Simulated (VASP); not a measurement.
Here is a VASP 6.6.1 calculation.

Contents of INCAR:

```
SYSTEM = Al2Cu
  ALGO = Fast
  EDIFF = 1E-8
  ENCUT = 520
  GGA = PE
  IBRION = 8
  ISIF = 2
  ISMEAR = -1
  LASPH = .TRUE.
  LCHARG = .FALSE.
  LREAL = .FALSE.
  LWAVE = .FALSE.
  NBANDS = 16
  NELM = 60
  NSW = 1
  PREC = Accurate
  SIGMA = 0.15
```

KPOINTS

```
k-points
0
G
  16 16 16
  0 0 0
```

Contents of POSCAR:

```
Al2Cu
1.0
   -1.9384191676      1.9384191676      2.7413386764
    1.9384191676     -1.9384191676      2.7413386764
    1.9384191676      1.9384191676     -2.7413386764
Al Cu
2 1
Direct
    0.7500000000      0.2500000000      0.5000000000
    0.2500000000      0.7500000000      0.5000000000
    0.5000000000      0.5000000000      0.0000000000
```

Potentials or basis: VASP PAW PBE potentials, release 64 (Al, Cu).

Run with:

```console
$ cat potpaw_PBE.64/Al/POTCAR potpaw_PBE.64/Cu/POTCAR > POTCAR
$ mpirun -np 1 vasp_std > vasp.out
```

(1) Estimate the highest phonon frequency at Γ.

## Answers

(1) 364 cm⁻¹.

Caveat: the cell stands under pressure or tension, which shifts response properties.
